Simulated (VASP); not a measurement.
# WSe2 (P6_3/mmc) in VASP: single point with r2SCAN

Aim: the single point of WSe2 with r2SCAN.

Program: VASP 6.6.1. These are calculated values, not measurements. Logs are shortened: lines on timing, memory, paths and dates and some standing lists are left out, and cuts for length are marked.

## Step 1: The cell of the first run

The structure is hexagonal, space group P6_3/mmc (No. 194). The conventional cell has a = 3.282 Å, b = 3.282 Å, c = 12.960 Å, α = 90.00°, β = 90.00°, γ = 120.00°. W (site symmetry -6m2) has 6 Se at 2.53 Å and 6 W at 3.28 Å within 3.3 Å. Within 3.4 Å of Se (site symmetry 3m) lie 3 W at 2.53 Å and 7 Se at 3.28 to 3.34 Å.

## Step 2: Single point, r2SCAN, non-collinear spin, zero start, spin-orbit coupling

Input file POSCAR:

```
WSe2
1.0
    3.2820000000      0.0000000000      0.0000000000
   -1.6410000000      2.8422953800      0.0000000000
    0.0000000000      0.0000000000     12.9600000000
W Se
2 4
Direct
    0.3333333300      0.6666666700      0.2500000000
    0.6666666700      0.3333333300      0.7500000000
    0.3333333300      0.6666666700      0.6211000000
    0.6666666700      0.3333333300      0.3789000000
    0.6666666700      0.3333333300      0.1211000000
    0.3333333300      0.6666666700      0.8789000000
```

Input file INCAR.step1:

```
PREC = Accurate ; ENCUT = 520
ISMEAR = 0 ; SIGMA = 0.03
LREAL = F ; LASPH = T
NELM = 150 ; LNONCOLLINEAR = T
MAGMOM = 0 0 0 0 0 0 0 0 0 0 0 0 0 0 0 0 0 0 ; LSORBIT = T
GGA_COMPAT = F ; LMAXMIX = 4
NBANDS = 68 ; GGA = PE
ALGO = Normal ; EDIFF = 1E-4
LWAVE = T ; LCHARG = F
```

Input file INCAR.step2:

```
PREC = Accurate ; ENCUT = 520
EDIFF = 1E-6 ; ISMEAR = 0
SIGMA = 0.03 ; LREAL = F
LASPH = T ; NELM = 150
ALGO = Normal ; ISIF = 2
LWAVE = F ; LCHARG = F
LNONCOLLINEAR = T ; MAGMOM = 0 0 0 0 0 0 0 0 0 0 0 0 0 0 0 0 0 0
LORBIT = 11 ; LSORBIT = T
GGA_COMPAT = F ; LORBMOM = T
LMAXMIX = 4 ; METAGGA = R2SCAN
LMIXTAU = T ; NBANDS = 68
ISTART = 1
```

Input file KPOINTS:

```
Automatic mesh
0
Gamma
  9 9 3
```

Potentials or basis: VASP PAW PBE potentials, release 64 (W_sv, Se).

Command:

```bash
$ cat potpaw_PBE.64/W_sv/POTCAR potpaw_PBE.64/Se/POTCAR > POTCAR
$ cp INCAR.step1 INCAR
$ mpirun -np 1 vasp_ncl > vasp.out
$ cp INCAR.step2 INCAR
$ mpirun -np 1 vasp_ncl > vasp.out
```

OUTCAR:

```text
PREC = Accurate
   ENCUT = 520
   EDIFF = 1E-6
   ISMEAR = 0
   LREAL = F
   LASPH = T
   NELM = 150
   ISIF = 2
   LNONCOLLINEAR = T
   LORBIT = 11
   LSORBIT = T
   METAGGA = R2SCAN
   ISTART = 1

 ion  position               nearest neighbor table
   1  0.333  0.667  0.250-   4 2.53   5 2.53   4 2.53   5 2.53   4 2.53   5 2.53
   2  0.667  0.333  0.750-   3 2.53   6 2.53   3 2.53   6 2.53   3 2.53   6 2.53
   3  0.333  0.667  0.621-   2 2.53   2 2.53   2 2.53
   4  0.667  0.333  0.379-   1 2.53   1 2.53   1 2.53
   5  0.667  0.333  0.121-   1 2.53   1 2.53   1 2.53
   6  0.333  0.667  0.879-   2 2.53   2 2.53   2 2.53

  LATTYP: Found a hexagonal cell.
 ALAT       =     3.2820000000
 C/A-ratio  =     3.9488117002

  Lattice vectors:

 A1 = (   3.2820000000,   0.0000000000,   0.0000000000)
 A2 = (  -1.6410000000,   2.8422953800,   0.0000000000)
 A3 = (   0.0000000000,   0.0000000000,  12.9600000000)

Analysis of symmetry for initial positions (statically):
=====================================================================
 Subroutine PRICEL returns:
 Original cell was already a primitive cell.

 Routine SETGRP: Setting up the symmetry group for a
 hexagonal supercell.

 Subroutine GETGRP returns: Found 24 space group operations
 (whereof 12 operations were pure point group operations)
 out of a pool of 24 trial point group operations.

The static configuration has the point symmetry D_3d.
 The point group associated with its full space group is D_6h.

Analysis of symmetry for dynamics (positions and initial velocities):
=====================================================================
 Subroutine PRICEL returns:
 Original cell was already a primitive cell.

 Routine SETGRP: Setting up the symmetry group for a
 hexagonal supercell.

 Subroutine GETGRP returns: Found 24 space group operations
 (whereof 12 operations were pure point group operations)
 out of a pool of 24 trial point group operations.

The dynamic configuration has the point symmetry D_3d.
 The point group associated with its full space group is D_6h.

Analysis of structural, dynamic, and magnetic symmetry:
=====================================================================
 Subroutine PRICEL returns:
 Original cell was already a primitive cell.

 Routine SETGRP: Setting up the symmetry group for a
 hexagonal supercell.

 Subroutine GETGRP returns: Found 24 space group operations
 (whereof 12 operations were pure point group operations)
 out of a pool of 24 trial point group operations.

The overall configuration has the point symmetry D_3d.
 The point group associated with its full space group is D_6h.

 Subroutine INISYM returns: Found 24 space group operations
 (whereof 12 operations are pure point group operations),
 and found     1 'primitive' translations

----------------------------------------------------------------------------------------

                                     Primitive cell

  volume of cell :     120.8962

  direct lattice vectors                    reciprocal lattice vectors
     3.282000000  0.000000000  0.000000000     0.304692261  0.175914159  0.000000000
    -1.641000000  2.842295380  0.000000000     0.000000000  0.351828317  0.000000000
     0.000000000  0.000000000 12.960000000     0.000000000  0.000000000  0.077160494

  length of vectors
     3.282000000  3.282000004 12.960000000     0.351828317  0.351828317  0.077160494

  position of ions in fractional coordinates (direct lattice)
     0.333333330  0.666666670  0.250000000
     0.666666670  0.333333330  0.750000000
     0.333333330  0.666666670  0.621100000
     0.666666670  0.333333330  0.378900000
     0.666666670  0.333333330  0.121100000
     0.333333330  0.666666670  0.878900000

  ion indices of the primitive-cell ions
   primitive index   ion index
[... 133 lines left out ...]
 Fermi energy:         6.5025627318

 k-point     1 :       0.0000    0.0000    0.0000
  band No.  band energies     occupation
      1     -70.1440      1.00000
      2     -70.1440      1.00000
      3     -70.1439      1.00000
      4     -70.1439      1.00000
      5     -39.5953      1.00000
      6     -39.5953      1.00000
[... 1597 lines left out ...]
     63       9.7857      0.00000
     64       9.7857      0.00000
 [bands above 64 left out]

------------------------ aborting loop because EDIFF is reached ----------------------------------------

  FORCE on cell =-STRESS in cart. coord.  units (eV):
  Direction    XX          YY          ZZ          XY          YZ          ZX
  --------------------------------------------------------------------------------------
  -------------------------------------------------------------------------------------
  Total        2.6327097      2.6327097      2.0207896     -0.0000000     -0.0000000      0.0000000
  in kB       34.8899833     34.8899834     26.7805127     -0.0000000     -0.0000000      0.0000000
  external PRESSURE =      32.1868265 kB  Pullay stress =       0.0000000 kB

 VOLUME and BASIS-vectors are now :
 -----------------------------------------------------------------------------
  energy-cutoff  :      520.00
  volume of cell :      120.90
      direct lattice vectors                 reciprocal lattice vectors
     3.282000000  0.000000000  0.000000000     0.304692261  0.175914159  0.000000000
    -1.641000000  2.842295380  0.000000000     0.000000000  0.351828317  0.000000000
     0.000000000  0.000000000 12.960000000     0.000000000  0.000000000  0.077160494

 POSITION                                       TOTAL-FORCE (eV/Angst)
 -----------------------------------------------------------------------------------
     -0.00000      1.89486      3.24000        -0.000000     -0.000000      0.000000
      1.64100      0.94743      9.72000         0.000000      0.000000      0.000000
     -0.00000      1.89486      8.04946        -0.000000     -0.000000     -0.018532
      1.64100      0.94743      4.91054        -0.000000      0.000000      0.018532
      1.64100      0.94743      1.56946        -0.000000      0.000000     -0.018532
     -0.00000      1.89486     11.39054        -0.000000     -0.000000      0.018532
 -----------------------------------------------------------------------------------
    total drift:                                0.000000      0.000000     -0.000000

  FREE ENERGIE OF THE ION-ELECTRON SYSTEM (eV)
  ---------------------------------------------------
  free  energy   TOTEN  =      -165.0951612420 eV

  energy  without entropy=     -165.0951612420  energy(sigma->0) =     -165.09516124

 orbital moment (x)

 # of ion     p       d       tot
 ----------------------------------------
  1         0.000  -0.000  -0.000
  2         0.000   0.000   0.000
  3         0.000   0.000   0.000
  4        -0.000   0.000   0.000
  5        -0.000  -0.000  -0.000
  6         0.000  -0.000  -0.000
 ----------------------------------------
            0.000  -0.000   0.000

 orbital moment (y)

 # of ion     p       d       tot
 ----------------------------------------
  1        -0.000  -0.000  -0.000
  2         0.000  -0.000  -0.000
  3        -0.000   0.000   0.000
  4        -0.000  -0.000  -0.000
  5         0.000  -0.000  -0.000
  6         0.000   0.000   0.000
 ----------------------------------------
           -0.000  -0.000  -0.000

 orbital moment (z)

 # of ion     p       d       tot
 ----------------------------------------
  1         0.000   0.000   0.000
  2        -0.000   0.000  -0.000
  3         0.000  -0.000  -0.000
  4         0.000  -0.000  -0.000
  5         0.000   0.000   0.000
  6         0.000   0.000   0.000
 ----------------------------------------
           -0.000  -0.000  -0.000

 Spin-Orbit-Coupling matrix elements

 Ion:    1  E_soc:     -1.4753765
 l=   1
     0.0000000    -0.2163266    -0.2169516
    -0.2163266     0.0000000    -0.2163266
    -0.2169516    -0.2163266     0.0000000
 l=   2
     0.0000000    -0.0055522     0.0000000    -0.0055522    -0.0254593
    -0.0055522     0.0000000    -0.0177829    -0.0048497    -0.0055522
     0.0000000    -0.0177829     0.0000000    -0.0177829     0.0000000
    -0.0055522    -0.0048497    -0.0177829     0.0000000    -0.0055522
    -0.0254593    -0.0055522     0.0000000    -0.0055522     0.0000000
 l=   3
     0.0000000     0.0000000     0.0000000     0.0000000     0.0000000     0.0000000     0.0000000
     0.0000000     0.0000000     0.0000000     0.0000000     0.0000000     0.0000000     0.0000000
     0.0000000     0.0000000     0.0000000     0.0000000     0.0000000     0.0000000     0.0000000
     0.0000000     0.0000000     0.0000000     0.0000000     0.0000000     0.0000000     0.0000000
[... 89 lines left out ...]
 l=   2
     0.0000000     0.0000063     0.0000000     0.0000063     0.0000033
     0.0000063     0.0000000     0.0000054     0.0000128     0.0000063
     0.0000000     0.0000054     0.0000000     0.0000054     0.0000000
     0.0000063     0.0000128     0.0000054     0.0000000     0.0000063
     0.0000033     0.0000063     0.0000000     0.0000063     0.0000000
 l=   3
     0.0000000     0.0000000     0.0000000     0.0000000     0.0000000     0.0000000     0.0000000
     0.0000000     0.0000000     0.0000000     0.0000000     0.0000000     0.0000000     0.0000000
     0.0000000     0.0000000     0.0000000     0.0000000     0.0000000     0.0000000     0.0000000
     0.0000000     0.0000000     0.0000000     0.0000000     0.0000000     0.0000000     0.0000000
     0.0000000     0.0000000     0.0000000     0.0000000     0.0000000     0.0000000     0.0000000
     0.0000000     0.0000000     0.0000000     0.0000000     0.0000000     0.0000000     0.0000000
     0.0000000     0.0000000     0.0000000     0.0000000     0.0000000     0.0000000     0.0000000

 total charge

# of ion       s       p       d       tot
------------------------------------------
    1        2.303   6.291   3.376  11.970
    2        2.303   6.291   3.376  11.970
    3        1.475   2.404   0.073   3.952
    4        1.475   2.404   0.073   3.952
    5        1.475   2.404   0.073   3.952
    6        1.475   2.404   0.073   3.952
--------------------------------------------------
tot         10.507  22.199   7.043  39.749

 magnetization (x)

# of ion       s       p       d       tot
------------------------------------------
    1        0.000  -0.000  -0.000  -0.000
    2        0.000   0.000   0.000   0.000
    3        0.000   0.000   0.000   0.000
    4        0.000   0.000   0.000   0.000
    5        0.000   0.000  -0.000  -0.000
    6       -0.000   0.000  -0.000  -0.000
--------------------------------------------------
tot          0.000  -0.000  -0.000  -0.000

 magnetization (y)

# of ion       s       p       d       tot
------------------------------------------
    1        0.000  -0.000   0.000  -0.000
    2        0.000  -0.000   0.000  -0.000
    3       -0.000   0.000   0.000  -0.000
    4        0.000   0.000   0.000   0.000
    5       -0.000   0.000  -0.000  -0.000
    6        0.000   0.000   0.000   0.000
--------------------------------------------------
tot         -0.000  -0.000   0.000  -0.000

 magnetization (z)

# of ion       s       p       d       tot
------------------------------------------
    1        0.000   0.000   0.000   0.000
    2        0.000   0.000   0.000   0.000
    3        0.000   0.000   0.000   0.000
    4        0.000   0.000   0.000   0.000
    5        0.000   0.000   0.000   0.000
    6        0.000   0.000   0.000   0.000
--------------------------------------------------
tot          0.000   0.000   0.000   0.000
```

Wall time 44 min (1 thread of Oxide Virtual Turin-like, shared host); peak memory 0.68 GiB.

What came out:

```yaml
Free_energy: -165.0952 eV
Pressure: 3.2 GPa
Largest_force: 0.019 eV/Å
Net_moment: 0.00 μB per cell
Valence_electrons_inside_the_program's_atomic_spheres: W 11.97; Se 3.95
```

Forces in eV/Å, atoms in the order of the input:
```
W    0.000  0.000  0.000
W    0.000  0.000  0.000
Se   0.000  0.000 -0.019
Se   0.000  0.000  0.019
Se   0.000  0.000 -0.019
Se   0.000  0.000  0.019
```

Stress tensor (GPa, compression positive):
```
3.49 0.00 0.00
0.00 3.49 0.00
0.00 0.00 2.68
```

Moments on the atoms (μB; x, y, z):
```
W   0.00 0.00 0.00
W   0.00 0.00 0.00
Se  0.00 0.00 0.00
Se  0.00 0.00 0.00
Se  0.00 0.00 0.00
Se  0.00 0.00 0.00
```

Caveat: the cell stands under pressure; the PAW data sets were made with another functional, which shifts forces and pressure a little.
